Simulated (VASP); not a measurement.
# HgTe (Cmcm) in VASP: single point with PBEsol

Aim: the single point of HgTe with PBEsol.

All numbers are computed with VASP 6.6.1; they aren't measurements. Logs are shortened: lines on timing, memory, paths and dates and some standing lists are left out, and cuts for length are marked.

### Step 1. The cell of the first run

Symmetry: Cmcm, No. 63, orthorhombic system. The conventional cell has a = 5.985 Å, b = 6.934 Å, c = 5.798 Å, α = 90.00°, β = 90.00°, γ = 90.00°. Within 4.0 Å of Hg (site symmetry m2m) lie 6 Te at 3.02 to 3.87 Å and 2 Hg at 3.63 Å. Within 4.0 Å of Te (site symmetry m2m) lie 6 Hg at 3.02 to 3.87 Å.

### Step 2. Single point, PBEsol

Input file POSCAR:

```
HgTe
1.0
    2.9925180000     -3.4669290000      0.0000000000
    2.9925180000      3.4669290000      0.0000000000
    0.0000000000      0.0000000000      5.7981570000
Hg Te
2 2
Direct
    0.6569500000      0.3430500000      0.2500000000
    0.3430500000      0.6569500000      0.7500000000
    0.2151910000      0.7848090000      0.2500000000
    0.7848090000      0.2151910000      0.7500000000
```

Input file INCAR.step1:

```
SYSTEM = HgTe
PREC = Accurate
ENCUT = 520
EDIFF = 1E-6
ISMEAR = -1
SIGMA = 0.05
LREAL = .False.
LASPH = .True.
NELM = 80
ALGO = Normal
ISIF = 2
LWAVE = .False.
LCHARG = .True.
GGA = PS
NBANDS = 26
```

Input file KPOINTS.step1:

```
regular mesh
0
Gamma
  4 4 3
  0 0 0
```

Input file INCAR.step2:

```
SYSTEM = HgTe
PREC = Accurate
ENCUT = 520
EDIFF = 1E-6
ISMEAR = -5
SIGMA = 0.05
LREAL = .False.
LASPH = .True.
NELM = 80
ALGO = Normal
ISIF = 2
LWAVE = .False.
LCHARG = .False.
GGA = PS
LORBIT = 10
NEDOS = 1001
ICHARG = 11
```

Input file KPOINTS.step2:

```
regular mesh
0
Gamma
  6 6 5
  0 0 0
```

Potentials or basis: VASP PAW PBE potentials, release 64 (Hg, Te).

The run is started by

```bash
$ cat potpaw_PBE.64/Hg/POTCAR potpaw_PBE.64/Te/POTCAR > POTCAR
$ cp INCAR.step1 INCAR
$ cp KPOINTS.step1 KPOINTS
$ mpirun -np 1 vasp_std > vasp.out
$ cp INCAR.step2 INCAR
$ cp KPOINTS.step2 KPOINTS
$ mpirun -np 1 vasp_std > vasp.out
```

OUTCAR:

```text
SYSTEM = HgTe
   PREC = Accurate
   ENCUT = 520
   EDIFF = 1E-6
   ISMEAR = -5
   LREAL = .False.
   LASPH = .True.
   NELM = 80
   ISIF = 2
   GGA = PS
   LORBIT = 10
   ICHARG = 11

 ion  position               nearest neighbor table
   1  0.657  0.343  0.250-   3 3.02   3 3.02   4 3.03   4 3.03   3 3.06   2 3.63   2 3.63
   2  0.343  0.657  0.750-   4 3.02   4 3.02   3 3.03   3 3.03   4 3.06   1 3.63   1 3.63
   3  0.215  0.785  0.250-   1 3.02   1 3.02   2 3.03   2 3.03   1 3.06
   4  0.785  0.215  0.750-   2 3.02   2 3.02   1 3.03   1 3.03   2 3.06

  LATTYP: Found a base centered orthorhombic cell.
 ALAT       =     5.9850360000
 B/A-ratio  =     1.1585323798
 C/A-ratio  =     0.9687756264

  Lattice vectors:

 A1 = (   2.9925180000,  -3.4669290000,   0.0000000000)
 A2 = (   2.9925180000,   3.4669290000,   0.0000000000)
 A3 = (   0.0000000000,   0.0000000000,   5.7981570000)

Analysis of symmetry for initial positions (statically):
=====================================================================
 Subroutine PRICEL returns:
 Original cell was already a primitive cell.

 Routine SETGRP: Setting up the symmetry group for a
 base centered orthorhombic supercell.

 Subroutine GETGRP returns: Found  8 space group operations
 (whereof  4 operations were pure point group operations)
 out of a pool of  8 trial point group operations.

The static configuration has the point symmetry C_2h.
 The point group associated with its full space group is D_2h.

Analysis of symmetry for dynamics (positions and initial velocities):
=====================================================================
 Subroutine PRICEL returns:
 Original cell was already a primitive cell.

 Routine SETGRP: Setting up the symmetry group for a
 base centered orthorhombic supercell.

 Subroutine GETGRP returns: Found  8 space group operations
 (whereof  4 operations were pure point group operations)
 out of a pool of  8 trial point group operations.

The dynamic configuration has the point symmetry C_2h.
 The point group associated with its full space group is D_2h.

 Subroutine INISYM returns: Found  8 space group operations
 (whereof  4 operations are pure point group operations),
 and found     1 'primitive' translations

----------------------------------------------------------------------------------------

                                     Primitive cell

  volume of cell :     120.3100

[... 98 lines left out ...]
   IBRION =     -1    ionic relax: 0-MD 1-quasi-New 2-CG
   NFREE  =      0    steps in history (QN), initial steepest desc. (CG)
   ISIF   =      2    stress and relaxation
   ISYM   =      2    0-nonsym 1-usesym 2-fastsym
   POTIM  = 0.5000    time-step for ionic-motion
   TEBEG  =    0.0;   TEEND  =   0.0 temperature during run
   PSTRESS=    0.0 pullay stress
   NELECT =      36.0000    total number of electrons
   NUPDOWN=      -1.0000    fix difference up-down
   EMIN   =  10.00;   EMAX   =-10.00  energy-range for DOS
   EFERMI =   0.00;   METHOD = LEGACY
   ISMEAR =    -5;   SIGMA  =   0.05  broadening in eV -4-tet -1-fermi 0-gaus
   EFERMI_NEDOS =   21; number of points for ismear=-14 and -15
   IALGO  =     38    algorithm
   IMIX   =      4    mixing-type and parameters
     AMIX     =   0.40;   BMIX     =  1.00
     AMIX_MAG =   1.60;   BMIX_MAG =  1.00
  volume/ion in A,a.u.               =      30.08       202.97
  Fermi-wavevector in a.u.,A,eV,Ry     =   1.094986  2.069223 16.313299  1.198994
  Thomas-Fermi vector in A             =   2.231301
   LORBIT       =     10    0 simple, 1 ext, 2 COOP (PROOUT), +10 PAW based schemes
   GGA     = PS    functional components
   LHFCALC =     F    Hartree Fock is set to
   AEXX    =    0.0000 exact exchange contribution
   IVDW    =     0    specifies the selected vdW correction
   LEPSILON=     F    determine dielectric tensor
   LRPA    =     F    only Hartree local field effects (RPA)
 non-spin polarized calculation
 Fermi weights with tetrahedron method with Bloechl corrections
  energy-cutoff  :      520.00
  volume of cell :      120.31
 maximum number of plane-waves:      3253
 NGX is ok and might be reduce to    36

 number of electron      36.0000001 magnetization

 Free energy of the ion-electron system (eV)
  ---------------------------------------------------
  ext. energy  EPLUGINS =         0.00000000
  ---------------------------------------------------
  free energy    TOTEN  =        -8.20758565 eV

  energy without entropy =       -8.20758565  energy(sigma->0) =       -8.20758565

 E-fermi :   3.6429     XC(G=0):  -9.7491

 val. band max:        3.8028609285   @ k =   0.5000   0.0000   0.4000
 cond. band min:       3.4862930328   @ k =   0.1667   0.0000   0.2000
 fundamental gap:     -0.3165678957
 Fermi energy:         3.6429323177

 k-point     1 :       0.0000    0.0000    0.0000
  band No.  band energies     occupation
      1      -8.1267      2.00000
      2      -7.0175      2.00000
      3      -3.0792      2.00000
      4      -2.9841      2.00000
      5      -2.9589      2.00000
      6      -2.9060      2.00000
[... 589 lines left out ...]
     21       7.6761      0.00000
     22       9.3851      0.00000

 [... further k-points ...]
[... 5 lines left out ...]
  --------------------------------------------------------------------------------------
  -------------------------------------------------------------------------------------
  Total       -2.8253544     -2.1237872     -2.4968892      0.0000000     -0.0000000      0.0000000
  in kB      -37.6254606    -28.2826373    -33.2512645      0.0000000     -0.0000000      0.0000000
  external PRESSURE =     -33.0531208 kB  Pullay stress =       0.0000000 kB

 VOLUME and BASIS-vectors are now :
 -----------------------------------------------------------------------------
  energy-cutoff  :      520.00
  volume of cell :      120.31
      direct lattice vectors                 reciprocal lattice vectors
     2.992518000 -3.466929000  0.000000000     0.167083373 -0.144219856  0.000000000
     2.992518000  3.466929000  0.000000000     0.167083373  0.144219856  0.000000000
     0.000000000  0.000000000  5.798157000     0.000000000  0.000000000  0.172468596

 POSITION                                       TOTAL-FORCE (eV/Angst)
 -----------------------------------------------------------------------------------
      2.99252     -1.08827      1.44954         0.000000      0.020904     -0.000000
      2.99252      1.08827      4.34862         0.000000     -0.020904      0.000000
      2.99252      1.97483      1.44954         0.000000     -0.128659     -0.000000
      2.99252     -1.97483      4.34862         0.000000      0.128659      0.000000
 -----------------------------------------------------------------------------------
    total drift:                               -0.000000     -0.000000     -0.000000

  FREE ENERGIE OF THE ION-ELECTRON SYSTEM (eV)
  ---------------------------------------------------
  free  energy   TOTEN  =        -8.2075856456 eV

  energy  without entropy=       -8.2075856456  energy(sigma->0) =       -8.20758565

 total charge

# of ion       s       p       d       tot
------------------------------------------
    1        0.763   0.292   9.349  10.404
    2        0.763   0.292   9.349  10.404
    3        1.402   1.860   0.028   3.290
    4        1.402   1.860   0.028   3.290
--------------------------------------------------
tot          4.330   4.304  18.754  27.388
```

It took 72 s on 1 thread of Intel Xeon Platinum 8375C at 2.90GHz (Ice Lake), shared host; peak memory 0.28 GiB.

What came out:

| Property | Result |
| --- | --- |
| Valence electrons inside the program's atomic spheres | Hg 10.40; Te 3.29 |

Levels at points of the mesh, in eV from the Fermi level:
```tsv
k point	band 15	band 16	band 17	band 18	band 19	band 20	band 21	band 22
(0.00, 0.00, 0.00)	-2.53	-2.43	-0.92	-0.40	-0.29	-0.03	4.13	5.19
(0.50, 0.00, 0.00)	-2.32	-1.82	-0.76	-0.45	1.49	2.53	2.97	4.52
(0.50, 0.50, 0.00)	-1.98	-1.89	-1.71	-1.67	-1.64	-1.33	3.30	5.30
```

Caveat: the k points lie up to 0.36 Å⁻¹ apart; the PAW data sets were made with another functional, which shifts forces and pressure a little; spin-orbit coupling is left out, which moves the levels of the heavy elements; tetrahedron occupations give inexact forces and stress in metals.
